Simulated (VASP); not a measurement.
A run of VASP 6.6.1 is set up as follows.

INCAR

```
PREC = Accurate
ENCUT = 520
EDIFF = 1E-6
ISMEAR = -1
SIGMA = 0.1
LREAL = False
LASPH = True
NELM = 100
ALGO = Normal
ISIF = 2
LWAVE = False
LCHARG = False
GGA = PE
NBANDS = 33
```

The input KPOINTS:

```
regular mesh
0
Gamma
  8 8 4
```

POSCAR

```
SrBeAsO
1.0
    3.9428549966      0.0000000000      0.0000000000
    0.0000000000      3.9428549966      0.0000000000
    0.0000000000      0.0000000000      7.1611322058
Sr Be As O
2 2 2 2
Direct
    0.2500000000      0.2500000000      0.1590377131
    0.7500000000      0.7500000000      0.8409622869
    0.7500000000      0.2500000000      0.5000000000
    0.2500000000      0.7500000000      0.5000000000
    0.2500000000      0.2500000000      0.6607968064
    0.7500000000      0.7500000000      0.3392031936
    0.7500000000      0.2500000000      0.0000000000
    0.2500000000      0.7500000000      0.0000000000
```

Potentials or basis: VASP PAW PBE potentials, release 64 (Sr_sv, Be, As, O).

Launch:

```console
$ cat potpaw_PBE.64/Sr_sv/POTCAR potpaw_PBE.64/Be/POTCAR potpaw_PBE.64/As/POTCAR potpaw_PBE.64/O/POTCAR > POTCAR
$ mpirun -np 1 vasp_std > vasp.out
```

**Question.** Estimate the pressure.

**Answer.** 21.1 GPa.

**Question.** Estimate the band gap on the k mesh.

**Answer.** Zero (bands 23 and 24 overlap by 1.03 eV).

**Question.** Estimate the largest force.

**Answer.** 0.156 eV/Å.

Forces in eV/Å, atoms in the order of the input:
```
Sr   0.000  0.000  0.156
Sr   0.000  0.000 -0.156
Be   0.000  0.000  0.000
Be   0.000  0.000  0.000
As   0.000  0.000  0.019
As   0.000  0.000 -0.019
O    0.000  0.000  0.000
O    0.000  0.000  0.000
```

Caveat: the cell stands under pressure.
